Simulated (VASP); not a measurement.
# Rb2ZnO6 (Fm-3m) in VASP: notebook, part 2 of 2

VASP 6.6.1.

### 3 Single point, PBE, collinear spin, ferromagnetic start (atoms taken out)

Input file INCAR:

```
ALGO = Normal ; EDIFF = 1E-6
ENCUT = 520 ; GGA = PE
ISIF = 2 ; ISMEAR = 0
ISPIN = 2 ; LASPH = T
LCHARG = F ; LORBIT = 11
LREAL = F ; LWAVE = F
MAGMOM = 0 0 0 1 1 1 1 1 1 ; NBANDS = 47
NELM = 150 ; PREC = Accurate
SIGMA = 0.1
```

Input file KPOINTS:

```
k-points
0
Gamma
  4 4 4
```

Input file POSCAR:

```
Rb2ZnO6
1.0
    0.0000000000      4.3848657368      4.3848657368
    4.3848657368      0.0000000000      4.3848657368
    4.3848657368      4.3848657368      0.0000000000
Rb Zn O
2 1 6
Direct
    0.2500000000      0.2500000000      0.2500000000
    0.7500000000      0.7500000000      0.7500000000
    0.0000000000      0.0000000000      0.0000000000
    0.7786029284      0.2213970716      0.2213970716
    0.2213970716      0.7786029284      0.7786029284
    0.2213970716      0.7786029284      0.2213970716
    0.7786029284      0.2213970716      0.7786029284
    0.2213970716      0.2213970716      0.7786029284
    0.7786029284      0.7786029284      0.2213970716
```

Potentials or basis: VASP PAW PBE potentials, release 64 (Rb_sv, Zn, O).

Command:

```sh
> cat potpaw_PBE.64/Rb_sv/POTCAR potpaw_PBE.64/Zn/POTCAR potpaw_PBE.64/O/POTCAR > POTCAR
> mpirun -np 1 vasp_std > vasp.out
```

OUTCAR:

```text
EDIFF = 1E-6
   ENCUT = 520
   GGA = PE
   ISIF = 2
   ISMEAR = 0
   ISPIN = 2
   LASPH = T
   LORBIT = 11
   LREAL = F
   NELM = 150
   PREC = Accurate

 ion  position               nearest neighbor table
   1  0.250  0.250  0.250-   4 3.11   7 3.11   5 3.11   6 3.11   5 3.11   7 3.11   4 3.11   6 3.11
                             8 3.11   9 3.11   9 3.11   8 3.11   3 3.80   3 3.80   3 3.80   3 3.80
   2  0.750  0.750  0.750-   5 3.11   7 3.11   4 3.11   6 3.11   4 3.11   7 3.11   5 3.11   6 3.11
                             8 3.11   9 3.11   9 3.11   8 3.11   3 3.80   3 3.80   3 3.80   3 3.80
   3  0.000  0.000  0.000-   4 1.94   5 1.94   6 1.94   7 1.94   8 1.94   9 1.94   2 3.80   2 3.80
                             1 3.80   2 3.80   2 3.80   1 3.80   1 3.80   1 3.80
   4  0.779  0.221  0.221-   3 1.94   2 3.11   1 3.11   2 3.11   1 3.11
   5  0.221  0.779  0.779-   3 1.94   2 3.11   2 3.11   1 3.11   1 3.11
   6  0.221  0.779  0.221-   3 1.94   2 3.11   1 3.11   2 3.11   1 3.11
   7  0.779  0.221  0.779-   3 1.94   2 3.11   2 3.11   1 3.11   1 3.11
   8  0.221  0.221  0.779-   3 1.94   2 3.11   1 3.11   2 3.11   1 3.11
   9  0.779  0.779  0.221-   3 1.94   2 3.11   2 3.11   1 3.11   1 3.11

  LATTYP: Found a face centered cubic cell.
 ALAT       =     8.7697314736

  Lattice vectors:

 A1 = (   0.0000000000,   4.3848657368,   4.3848657368)
 A2 = (   4.3848657368,   0.0000000000,   4.3848657368)
 A3 = (   4.3848657368,   4.3848657368,   0.0000000000)

Analysis of symmetry for initial positions (statically):
=====================================================================
 Subroutine PRICEL returns:
 Original cell was already a primitive cell.

 Routine SETGRP: Setting up the symmetry group for a
 face centered cubic supercell.

 Subroutine GETGRP returns: Found 48 space group operations
 (whereof 48 operations were pure point group operations)
 out of a pool of 48 trial point group operations.

[... 569 lines left out ...]

 k-point     1 :       0.0000    0.0000    0.0000
  band No.  band energies     occupation
      1     -25.6893      1.00000
      2     -25.6528      1.00000
      3     -17.8449      1.00000
      4     -16.9223      1.00000
      5     -16.9223      1.00000
      6     -16.9223      1.00000
[... 373 lines left out ...]
     44       8.8715      0.00000
     45       9.0929      0.00000
 [bands above 45 left out]

------------------------ aborting loop because EDIFF is reached ----------------------------------------

  FORCE on cell =-STRESS in cart. coord.  units (eV):
  Direction    XX          YY          ZZ          XY          YZ          ZX
  --------------------------------------------------------------------------------------
  -------------------------------------------------------------------------------------
  Total        0.6258531      0.6258531      0.6258531      0.0000000      0.0000000      0.0000000
  in kB        5.9468104      5.9468104      5.9468104      0.0000000      0.0000000      0.0000000
  external PRESSURE =       5.9468104 kB  Pullay stress =       0.0000000 kB

 VOLUME and BASIS-vectors are now :
 -----------------------------------------------------------------------------
  energy-cutoff  :      520.00
  volume of cell :      168.62
      direct lattice vectors                 reciprocal lattice vectors
     0.000000000  4.384865737  4.384865737    -0.114028577  0.114028577  0.114028577
     4.384865737  0.000000000  4.384865737     0.114028577 -0.114028577  0.114028577
     4.384865737  4.384865737  0.000000000     0.114028577  0.114028577 -0.114028577

 POSITION                                       TOTAL-FORCE (eV/Angst)
 -----------------------------------------------------------------------------------
      2.19243      2.19243      2.19243        -0.000000      0.000000      0.000000
      6.57730      6.57730      6.57730        -0.000000      0.000000      0.000000
      0.00000      0.00000      0.00000        -0.000000      0.000000      0.000000
      1.94159      4.38487      4.38487         0.086066      0.000000      0.000000
      6.82814      4.38487      4.38487        -0.086066      0.000000      0.000000
      4.38487      1.94159      4.38487        -0.000000      0.086066      0.000000
      4.38487      6.82814      4.38487        -0.000000     -0.086066      0.000000
      4.38487      4.38487      1.94159        -0.000000      0.000000      0.086066
      4.38487      4.38487      6.82814        -0.000000      0.000000     -0.086066
 -----------------------------------------------------------------------------------
    total drift:                                0.000000      0.000000     -0.000000

  FREE ENERGIE OF THE ION-ELECTRON SYSTEM (eV)
  ---------------------------------------------------
  free  energy   TOTEN  =       -32.3133269778 eV

  energy  without entropy=      -32.2624093109  energy(sigma->0) =      -32.28786814

 total charge

# of ion       s       p       d       tot
------------------------------------------
    1        1.938   5.354   0.020   7.312
    2        1.938   5.354   0.020   7.312
    3        0.522   0.672   9.807  11.000
    4        1.605   3.133   0.000   4.737
    5        1.605   3.133   0.000   4.737
    6        1.605   3.133   0.000   4.737
    7        1.605   3.133   0.000   4.737
    8        1.605   3.133   0.000   4.737
    9        1.605   3.133   0.000   4.737
--------------------------------------------------
tot         14.026  30.177   9.846  54.049

 magnetization (x)

# of ion       s       p       d       tot
------------------------------------------
    1       -0.002   0.009  -0.002   0.006
    2       -0.002   0.009  -0.002   0.006
    3       -0.047  -0.035   0.331   0.249
    4        0.012   1.055   0.000   1.066
    5        0.012   1.055   0.000   1.066
    6        0.012   1.055   0.000   1.066
    7        0.012   1.055   0.000   1.066
    8        0.012   1.055   0.000   1.066
    9        0.012   1.055   0.000   1.066
--------------------------------------------------
tot          0.019   6.311   0.328   6.658
```

OSZICAR:

```text
N       E                     dE             d eps       ncg     rms          rms(c)
DAV:   1     0.569092788040E+03    0.56909E+03   -0.31832E+04  1504   0.140E+03
DAV:   2     0.303524918988E+02   -0.53874E+03   -0.50293E+03  1719   0.348E+02
DAV:   3    -0.329682956335E+02   -0.63321E+02   -0.61152E+02  1644   0.126E+02
DAV:   4    -0.366002109243E+02   -0.36319E+01   -0.36072E+01  2232   0.243E+01
DAV:   5    -0.366751926504E+02   -0.74982E-01   -0.74929E-01  2211   0.324E+00    0.230E+01
DAV:   6    -0.426742568858E+02   -0.59991E+01   -0.92107E+01  1862   0.176E+02    0.414E+01
DAV:   7    -0.355972865880E+02    0.70770E+01   -0.17130E+01  1978   0.409E+01    0.201E+01
DAV:   8    -0.322054841687E+02    0.33918E+01   -0.13504E+01  1797   0.416E+01    0.483E+00
DAV:   9    -0.323047261728E+02   -0.99242E-01   -0.14025E+00  2064   0.896E+00    0.186E+00
DAV:  10    -0.323087127782E+02   -0.39866E-02   -0.16849E-01  2149   0.238E+00    0.849E-01
DAV:  11    -0.323118930740E+02   -0.31803E-02   -0.19280E-02  1913   0.736E-01    0.397E-01
DAV:  12    -0.323130843594E+02   -0.11913E-02   -0.19594E-03  1849   0.228E-01    0.144E-01
DAV:  13    -0.323132005856E+02   -0.11623E-03   -0.50741E-04  2033   0.278E-01    0.453E-02
DAV:  14    -0.323132978308E+02   -0.97245E-04   -0.17064E-04  1977   0.110E-01    0.225E-02
DAV:  15    -0.323133221817E+02   -0.24351E-04   -0.38496E-05  1778   0.364E-02    0.117E-02
DAV:  16    -0.323133260984E+02   -0.39167E-05   -0.31494E-06  1641   0.103E-02    0.894E-03
DAV:  17    -0.323133269778E+02   -0.87935E-06   -0.29680E-06  1561   0.238E-02
   1 F= -.32313327E+02 E0= -.32287868E+02  d E =-.509177E-01  mag=     8.0001
```

stdout:

```text
POSCAR found type information on POSCAR RbZnO
 POSCAR found :  3 types and       9 ions
 scaLAPACK will be used
 LDA part: xc-table for (Slater+PW92), standard interpolation
 POSCAR, INCAR and KPOINTS ok, starting setup
 FFT: planning ... GRIDC
 FFT: planning ... GRID_SOFT
 FFT: planning ... GRID
 WAVECAR not read
 entering main loop
```

Run time: 2.9 min. Hardware: 1 thread of Intel Xeon Platinum 8259CL at 2.50GHz (Skylake/Cascade Lake), shared host; peak memory 0.45 GiB.

What came out:

```
Free energy                                           : -32.3133 eV
Pressure                                              : 0.6 GPa
Largest force                                         : 0.086 eV/Å
Band gap on the k mesh                                : zero (filled and empty bands overlap)
Net moment                                            : 8.00 μB per cell
Site moments                                          : Rb +0.01; Zn +0.25; O +1.07 μB
Valence electrons inside the program's atomic spheres : Rb 7.31; Zn 11.00; O 4.74
```

Forces in eV/Å, atoms in the order of the input:
```
Rb   0.000  0.000  0.000
Rb   0.000  0.000  0.000
Zn   0.000  0.000  0.000
O    0.086  0.000  0.000
O   -0.086  0.000  0.000
O    0.000  0.086  0.000
O    0.000 -0.086  0.000
O    0.000  0.000  0.086
O    0.000  0.000 -0.086
```

Caveat: the cell differs from its parent crystal (atoms taken out).
